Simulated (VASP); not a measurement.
# Mo12N in VASP: single point with PBE

Aim: the single point of Mo12N with PBE.

Everything below comes from runs of VASP 6.6.1. Logs are shortened: lines on timing, memory, paths and dates and some standing lists are left out, and cuts for length are marked.

## (1) The cell of the first run

The cell holds a slab with vacuum, 13 atoms: a = 5.474 Å, b = 5.474 Å, c = 19.808 Å, α = 90.00°, β = 90.00°, γ = 109.47°.

## (2) Single point, PBE

The input, INCAR:

```
PREC = Accurate ; ENCUT = 520
EDIFF = 1E-7 ; ISMEAR = 0
SIGMA = 0.1 ; LREAL = F
LASPH = T ; NELM = 60
ALGO = Normal ; ISIF = 2
LWAVE = F ; LCHARG = T
LDIPOL = T ; IDIPOL = 3
DIPOL = 0.5 0.5 0.325 ; GGA = PE
LELF = T ; LVHAR = T
LVACPOTAV = T ; NBANDS = 98
```

The input, KPOINTS:

```
regular mesh
0
Gamma
  5 5 1
```

The input, POSCAR:

```
Mo12N
1.0
    5.4740909335      0.0000000000      0.0000000000
   -1.8246969778      5.1610224265      0.0000000000
    0.0000000000      0.0000000000     19.8082441086
Mo N
12 1
Direct
    0.2500000000      0.2500000000      0.2019361221
    0.2500000000      0.7500000000      0.2019361221
    0.7500000000      0.2500000000      0.2019361221
    0.7500000000      0.7500000000      0.2019361221
    0.0000000000      0.0000000000      0.3106875862
    0.0000000000      0.5000000000      0.3106875862
    0.5000000000      0.0000000000      0.3106875862
    0.5000000000      0.5000000000      0.3106875862
    0.2500000000      0.2500000000      0.4194336491
    0.2500000000      0.7500000000      0.4194336491
    0.7500000000      0.2500000000      0.4194336491
    0.7500000000      0.7500000000      0.4194336491
    0.2500000000      0.4166666667      0.4951100795
```

Potentials or basis: VASP PAW PBE potentials, release 64 (Mo_sv, N).

Command:

```
> cat potpaw_PBE.64/Mo_sv/POTCAR potpaw_PBE.64/N/POTCAR > POTCAR
> mpirun -np 1 vasp_std > vasp.out
```

OUTCAR:

```text
PREC = Accurate
   ENCUT = 520
   EDIFF = 1E-7
   ISMEAR = 0
   LREAL = F
   LASPH = T
   NELM = 60
   ISIF = 2
   GGA = PE

 ion  position               nearest neighbor table
   1  0.250  0.250  0.202-   5 2.67   8 2.67   2 2.74   2 2.74   3 2.74   3 2.74   7 3.10   6 3.10
                             4 3.16   4 3.16
   2  0.250  0.750  0.202-   6 2.67   7 2.67   1 2.74   1 2.74   4 2.74   4 2.74   5 3.10   8 3.10
                             3 3.16   3 3.16
   3  0.750  0.250  0.202-   6 2.67   7 2.67   4 2.74   4 2.74   1 2.74   1 2.74   5 3.10   8 3.10
                             2 3.16   2 3.16
   4  0.750  0.750  0.202-   5 2.67   8 2.67   3 2.74   3 2.74   2 2.74   2 2.74   7 3.10   6 3.10
                             1 3.16   1 3.16
   5  0.000  0.000  0.311-   9 2.67  12 2.67   1 2.67   4 2.67   6 2.74   6 2.74   7 2.74   7 2.74
                            11 3.10  10 3.10   3 3.10   2 3.10   8 3.16   8 3.16
   6  0.000  0.500  0.311-  10 2.67  11 2.67   2 2.67   3 2.67   5 2.74   5 2.74   8 2.74   8 2.74
                             9 3.10  12 3.10   1 3.10   4 3.10   7 3.16   7 3.16
   7  0.500  0.000  0.311-  10 2.67  11 2.67   2 2.67   3 2.67   8 2.74   8 2.74   5 2.74   5 2.74
                             9 3.10  12 3.10   1 3.10   4 3.10   6 3.16   6 3.16
   8  0.500  0.500  0.311-   9 2.67  12 2.67   1 2.67   4 2.67   7 2.74   7 2.74   6 2.74   6 2.74
                            11 3.10  10 3.10   3 3.10   2 3.10   5 3.16   5 3.16
   9  0.250  0.250  0.419-  13 1.75   8 2.67   5 2.67  10 2.74  10 2.74  11 2.74  11 2.74   6 3.10
                             7 3.10  12 3.16  12 3.16
  10  0.250  0.750  0.419-  13 2.36   7 2.67   6 2.67   9 2.74   9 2.74  12 2.74  12 2.74   8 3.10
                             5 3.10  11 3.16  11 3.16
  11  0.750  0.250  0.419-   6 2.67   7 2.67  12 2.74  12 2.74   9 2.74   9 2.74   5 3.10   8 3.10
                            10 3.16  10 3.16
  12  0.750  0.750  0.419-   5 2.67   8 2.67  11 2.74  11 2.74  10 2.74  10 2.74   7 3.10   6 3.10
                             9 3.16   9 3.16
  13  0.250  0.417  0.495-   9 1.75  10 2.36

  LATTYP: Found a base centered orthorhombic cell.
 ALAT       =     6.3209357480
 B/A-ratio  =     1.4142135624
 C/A-ratio  =     3.1337518523

  Lattice vectors:

 A1 = (   5.4740909335,   0.0000000000,   0.0000000000)
 A2 = (  -1.8246969778,   5.1610224265,   0.0000000000)
 A3 = (   0.0000000000,   0.0000000000,  19.8082441086)

Analysis of symmetry for initial positions (statically):
=====================================================================
 Subroutine PRICEL returns:
 Original cell was already a primitive cell.

 Routine SETGRP: Setting up the symmetry group for a
 base centered orthorhombic supercell.

 Subroutine GETGRP returns: Found  1 space group operations
 (whereof  1 operations were pure point group operations)
 out of a pool of  8 trial point group operations.

The static configuration has the point symmetry C_1 .

Analysis of symmetry for dynamics (positions and initial velocities):
=====================================================================
 Subroutine PRICEL returns:
 Original cell was already a primitive cell.

 Routine SETGRP: Setting up the symmetry group for a
 base centered orthorhombic supercell.

 Subroutine GETGRP returns: Found  1 space group operations
 (whereof  1 operations were pure point group operations)
 out of a pool of  8 trial point group operations.

The dynamic configuration has the point symmetry C_1 .

 Subroutine INISYM returns: Found  1 space group operations
 (whereof  1 operations are pure point group operations),
 and found     1 'primitive' translations

----------------------------------------------------------------------------------------

                                     Primitive cell

  volume of cell :     559.6207

  direct lattice vectors                    reciprocal lattice vectors
     5.474090934  0.000000000  0.000000000     0.182678734  0.064586686  0.000000000
    -1.824696978  5.161022426  0.000000000     0.000000000  0.193760057  0.000000000
     0.000000000  0.000000000 19.808244109     0.000000000  0.000000000  0.050484031

[... 51 lines left out ...]

  Shift w.r.t. Gamma in fractional coordinates (k-lattice)
     0.000000000  0.000000000  0.000000000

 Subroutine IBZKPT returns following result:
 ===========================================

 Found     13 irreducible k-points:

 Following reciprocal coordinates:
            Coordinates               Weight
  0.000000  0.000000  0.000000      1.000000
  0.200000 -0.000000  0.000000      2.000000
  0.000000  0.200000  0.000000      2.000000
  0.400000  0.000000  0.000000      2.000000
  0.000000  0.400000  0.000000      2.000000
  0.200000  0.200000  0.000000      2.000000
  0.400000  0.200000  0.000000      2.000000
  0.200000  0.400000  0.000000      2.000000
 -0.400000  0.200000  0.000000      2.000000
  0.200000 -0.400000  0.000000      2.000000
 -0.200000  0.200000  0.000000      2.000000
  0.400000  0.400000  0.000000      2.000000
 -0.400000  0.400000  0.000000      2.000000
   k-points           NKPTS =     13   k-points in BZ     NKDIM =     13   number of bands    NBANDS=     98
   number of dos      NEDOS =    301   number of ions     NIONS =     13
   total plane-waves  NPLWV = 264600
   dimension x,y,z NGX =    42 NGY =   42 NGZ =  150
   dimension x,y,z NGXF=    84 NGYF=   84 NGZF=  300
   ions per type =              12   1
   NGX,Y,Z   is equivalent  to a cutoff of  12.76, 12.76, 12.59 a.u.
   NGXF,Y,Z  is equivalent  to a cutoff of  25.51, 25.51, 25.18 a.u.
 SYSTEM =  unknown system
   PREC   = accura    normal or accurate (medium, high low for compatibility)
   ISTART =      0    job   : 0-new  1-cont  2-samecut
   ICHARG =      2    charge: 1-file 2-atom 10-const
   ISPIN  =      1    spin polarized calculation?
   LNONCOLLINEAR =      F non collinear calculations
   LSORBIT =      F    spin-orbit coupling
   LASPH  =      T    aspherical Exc in radial PAW
   ENCUT  =  520.0 eV  38.22 Ry    6.18 a.u.  10.18 10.18 36.83*2*pi/ulx,y,z
   NELM   =     60;   NELMIN=  2; NELMDL= -5     # of ELM steps
   EDIFF  = 0.1E-06   stopping-criterion for ELM
   LREAL  =      F    real-space projection
   EDIFFG = 0.1E-05   stopping-criterion for IOM
   NSW    =      0    number of steps for IOM
   IBRION =     -1    ionic relax: 0-MD 1-quasi-New 2-CG
   NFREE  =      0    steps in history (QN), initial steepest desc. (CG)
   ISIF   =      2    stress and relaxation
   ISYM   =      2    0-nonsym 1-usesym 2-fastsym
   POTIM  = 0.5000    time-step for ionic-motion
   TEBEG  =    0.0;   TEEND  =   0.0 temperature during run
   PSTRESS=    0.0 pullay stress
   NELECT =     173.0000    total number of electrons
   NUPDOWN=      -1.0000    fix difference up-down
   EMIN   =  10.00;   EMAX   =-10.00  energy-range for DOS
   EFERMI =   0.00;   METHOD = LEGACY
   ISMEAR =     0;   SIGMA  =   0.10  broadening in eV -4-tet -1-fermi 0-gaus
   EFERMI_NEDOS =   21; number of points for ismear=-14 and -15
   IALGO  =     38    algorithm
   IMIX   =      4    mixing-type and parameters
     AMIX     =   0.40;   BMIX     =  1.00
     AMIX_MAG =   1.60;   BMIX_MAG =  1.00
  volume/ion in A,a.u.               =      43.05       290.50
  Fermi-wavevector in a.u.,A,eV,Ry     =   1.106944  2.091821 16.671557  1.225325
  Thomas-Fermi vector in A             =   2.243452
   LORBIT       =      0    0 simple, 1 ext, 2 COOP (PROOUT), +10 PAW based schemes
   GGA     = PE    functional components
   LHFCALC =     F    Hartree Fock is set to
   AEXX    =    0.0000 exact exchange contribution
   IVDW    =     0    specifies the selected vdW correction
   LEPSILON=     F    determine dielectric tensor
   LRPA    =     F    only Hartree local field effects (RPA)
 non-spin polarized calculation
 Gauss-broadening in eV      SIGMA  =   0.10
  energy-cutoff  :      520.00
  volume of cell :      559.62
 maximum number of plane-waves:     15102
 NGX is ok and might be reduce to    42
   NGX = 21   NGY = 21   NGZ = 73

 dipolmoment           0.000000      0.000000     -0.067149 electrons x Angstroem

 number of electron     172.9999988 magnetization

 dipolmoment           0.000000      0.000000      0.125671 electrons x Angstroem

 Free energy of the ion-electron system (eV)
  ---------------------------------------------------
  ext. energy  EPLUGINS =         0.00000000
  ---------------------------------------------------
  free energy    TOTEN  =      -129.53951633 eV

  energy without entropy =     -129.47412406  energy(sigma->0) =     -129.50682019

 E-fermi :   1.0633     XC(G=0):  -5.6241

 val. band max:        1.0622231627   @ k =   0.2000  -0.4000   0.0000
 cond. band min:       1.0707822527   @ k =  -0.2000   0.2000   0.0000
 fundamental gap:      0.0085590900
 Fermi energy:         1.0632946909

 k-point     1 :       0.0000    0.0000    0.0000
  band No.  band energies     occupation
      1     -60.1667      2.00000
      2     -59.9911      2.00000
      3     -59.9597      2.00000
      4     -59.9549      2.00000
      5     -59.9178      2.00000
      6     -59.8677      2.00000
[... 1302 lines left out ...]
     97       1.8977      0.00000
     98       1.9884      0.00000

------------------------ aborting loop because EDIFF is reached ----------------------------------------

  FORCE on cell =-STRESS in cart. coord.  units (eV):
  Direction    XX          YY          ZZ          XY          YZ          ZX
  --------------------------------------------------------------------------------------
  -------------------------------------------------------------------------------------
  Total       -8.0352303     -6.9022645      3.5470240     -1.0191260      3.2810819     -1.0197859
  in kB      -23.0046261    -19.7609787     10.1550246     -2.9177276      9.3936402     -2.9196169
  external PRESSURE =     -10.8701934 kB  Pullay stress =       0.0000000 kB

 VOLUME and BASIS-vectors are now :
 -----------------------------------------------------------------------------
  energy-cutoff  :      520.00
  volume of cell :      559.62
      direct lattice vectors                 reciprocal lattice vectors
     5.474090934  0.000000000  0.000000000     0.182678734  0.064586686  0.000000000
    -1.824696978  5.161022426  0.000000000     0.000000000  0.193760057  0.000000000
     0.000000000  0.000000000 19.808244109     0.000000000  0.000000000  0.050484031

 POSITION                                       TOTAL-FORCE (eV/Angst)
 -----------------------------------------------------------------------------------
      0.91235      1.29026      4.00000         0.104004     -0.019343      0.003365
      0.00000      3.87077      4.00000        -0.084461      0.000803     -0.226638
      3.64939      1.29026      4.00000        -0.011479     -0.063758     -0.182671
      2.73705      3.87077      4.00000         0.050088      0.202470      0.265552
      0.00000      0.00000      6.15418        -0.292411     -0.465442     -0.797622
     -0.91235      2.58051      6.15418         0.039911     -0.151530      0.045464
      2.73705      0.00000      6.15418        -0.008932      0.014083      0.052254
      1.82470      2.58051      6.15418         0.187751      0.267359     -0.655175
      0.91235      1.29026      8.30824         0.184384     -1.009363      0.460807
      0.00000      3.87077      8.30824         0.194358     -0.673358      1.251466
      3.64939      1.29026      8.30824        -0.199645     -0.145706      0.060260
      2.73705      3.87077      8.30824         0.455853     -0.009547     -0.353175
      0.60823      2.15043      9.80726        -0.619421      2.053330      0.076113
 -----------------------------------------------------------------------------------
    total drift:                               -0.000000     -0.000004      0.000658

  FREE ENERGIE OF THE ION-ELECTRON SYSTEM (eV)
  ---------------------------------------------------
  free  energy   TOTEN  =      -129.5395163312 eV

  energy  without entropy=     -129.4741240572  energy(sigma->0) =     -129.50682019

 vacuum level on the upper side and lower side of the slab         6.561         5.756
```

It took 38 min on 1 thread of Intel Xeon Platinum 8488C (Sapphire Rapids), shared host; peak memory 0.84 GiB.

What came out:

```yaml
Free_energy: -129.5395 eV
Largest_force: 2.146 eV/Å
Band_gap_on_the_k_mesh: zero (an odd number of electrons rules out a gap without spin polarisation)
```

Forces in eV/Å, atoms in the order of the input:
```
Mo   0.104 -0.019  0.003
Mo  -0.084  0.001 -0.227
Mo  -0.011 -0.064 -0.183
Mo   0.050  0.202  0.266
Mo  -0.292 -0.465 -0.798
Mo   0.040 -0.152  0.045
Mo  -0.009  0.014  0.052
Mo   0.188  0.267 -0.655
Mo   0.184 -1.009  0.461
Mo   0.194 -0.673  1.251
Mo  -0.200 -0.146  0.060
Mo   0.456 -0.010 -0.353
N   -0.619  2.053  0.076
```
